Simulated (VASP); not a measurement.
Input of a VASP 6.6.1 run:

Contents of INCAR:

```
SYSTEM = TiC
PREC = Accurate
ENCUT = 520
EDIFF = 1E-7
ISMEAR = -1
SIGMA = 0.05
LREAL = .False.
LASPH = .True.
NELM = 150
ALGO = Normal
ISIF = 2
LWAVE = .False.
LCHARG = .False.
LMAXMIX = 4
LDAU = .True.
LDAUTYPE = 2
LDAUL = 2 -1
LDAUU = 4 0
LDAUJ = 0 0
LDAUPRINT = 1
GGA = PE
NBANDS = 15
```

Contents of KPOINTS:

```
regular mesh
0
Gamma
  11 11 11
  0 0 0
```

The input POSCAR:

```
TiC
1.0
    0.0000000000      2.1860359459      2.1860359459
    2.1860359459      0.0000000000      2.1860359459
    2.1860359459      2.1860359459      0.0000000000
Ti C
1 1
Direct
    0.0000000000      0.0000000000      0.0000000000
    0.5000000000      0.5000000000      0.5000000000
```

Potentials or basis: VASP PAW PBE potentials, release 64 (Ti_sv, C).

Run with:

```console
$ cat potpaw_PBE.64/Ti_sv/POTCAR potpaw_PBE.64/C/POTCAR > POTCAR
$ mpirun -np 1 vasp_std > vasp.out
```

(1) Predict the band gap on the k mesh.

(2) Predict the pressure.

## Answers

(1) zero (band 8 reaches 10.65 eV, above the bottom of band 9 at 9.13 eV).

(2) 4.3 GPa.

Caveat: U without spin polarisation on a metal has little footing; the U is typed as a test and isn't derived for this compound.
